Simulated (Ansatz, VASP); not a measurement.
## One calculation of Ge, two programs

```
Ge
1.0
     1.39759   -2.42517    0.00000
     1.39759    2.42517    0.00000
     0.00000    0.00000    5.29923
Ge
2
Direct
  0.50026 0.49974 0.25000
  0.49974 0.50026 0.75000
```

Change from the starting cell: strain -0.0400 x Voigt [0, 1, 0, 0, 0, 0], atoms carried along.

Alike in both runs: task single point; functional r2SCAN; k mesh 24 × 24 × 12; occupations gaussian, width 0.15 eV; no spin polarisation.

|  | VASP | Ansatz |
| --- | --- | --- |
| version | VASP 6.6.1 | Ansatz 0.2.0 |
| potentials or method | VASP PAW PBE potentials, release 64 (Ge_d), cutoff 520 eV | scalar-relativistic, plane waves, PAW |
| valence electrons in the cell | 28 | 28 |

```csv
,VASP,Ansatz,Ansatz less VASP
gap on the k mesh at the Fermi level (eV),none,none,-
pressure (GPa),3.1,3.2,+0.16
"traceless stress, the component that is largest in VASP (GPa)",-2.72,-2.80,-0.080
```

VASP's potentials were made for PBE, not for r2SCAN. A gap of «none» marks a metal or a gap that the smearing closes.
